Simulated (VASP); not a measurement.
Input of a VASP 6.6.1 run:

The input INCAR:

```
SYSTEM = IrO
  PREC = Accurate
  ENCUT = 600
  EDIFF = 1E-6
  ISMEAR = 0
  SIGMA = 0.1
  LREAL = .False.
  LASPH = .True.
  NELM = 80
  ALGO = Normal
  ISIF = 3
  LWAVE = .False.
  LCHARG = .False.
  GGA = PE
  IBRION = 2
  NSW = 100
  EDIFFG = -0.01
```

Contents of KPOINTS:

```
Automatic mesh
0
Gamma
  18 18 8
  0 0 0
```

The input POSCAR:

```
IrO
1.0
    3.1947034775      0.0000000000      0.0000000000
   -1.5973517388      2.7666943691      0.0000000000
    0.0000000000      0.0000000000      5.4137025301
Ir O
2 2
Direct
    0.0000000000      0.0000000000      0.0000000000
    0.0000000000      0.0000000000      0.5000000000
    0.3333333333      0.6666666667      0.2500000000
    0.6666666667      0.3333333333      0.7500000000
```

Potentials or basis: VASP PAW PBE potentials, release 64 (Ir, O).

Command:

```bash
$ cat potpaw_PBE.64/Ir/POTCAR potpaw_PBE.64/O/POTCAR > POTCAR
$ mpirun -np 1 vasp_std > vasp.out
```

(1) Predict the band gap on the k mesh.

(2) Predict the space group after relaxing (to 0.1 Å).

## Answers

(1) zero (bands 15 and 16 overlap by 1.17 eV).

(2) P6_3/mmc (No. 194).

Caveat: spin-orbit coupling is left out, which moves the levels of the heavy elements.
